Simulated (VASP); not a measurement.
A run of VASP 6.6.1 is set up as follows.

The input INCAR:

```
SYSTEM = MgS
PREC = Accurate
ENCUT = 600
EDIFF = 1E-6
ISMEAR = 0
SIGMA = 0.01
LREAL = .False.
LASPH = .True.
NELM = 120
ALGO = Normal
ISIF = 2
LWAVE = .False.
LCHARG = .False.
GGA = PE
NBANDS = 11
GGA_COMPAT = .False.
```

File KPOINTS:

```
Automatic mesh
0
Gamma
  4 4 4
  0 0 0
```

Contents of POSCAR:

```
MgS
1.0
    3.6792890000      0.0000000000      0.0000000000
    1.8396445000      3.1863577419      0.0000000000
    1.8396445000      1.0621192473      3.0041268887
Mg S
1 1
Direct
    0.0000000000      0.0000000000      0.0000000000
    0.5000000000      0.5000000000      0.5000000000
```

Potentials or basis: VASP PAW PBE potentials, release 64 (Mg, S).

Command:

```console
$ cat potpaw_PBE.64/Mg/POTCAR potpaw_PBE.64/S/POTCAR > POTCAR
$ mpirun -np 1 vasp_std > vasp.out
```

Task: Estimate the band gap on the k mesh.

Result: 2.75 eV, indirect (least direct gap 3.70 eV).

Task: Predict the pressure.

Result: 1.3 GPa.

Caveat: the k points lie up to 0.52 Å⁻¹ apart. A k mesh can miss the band edges.
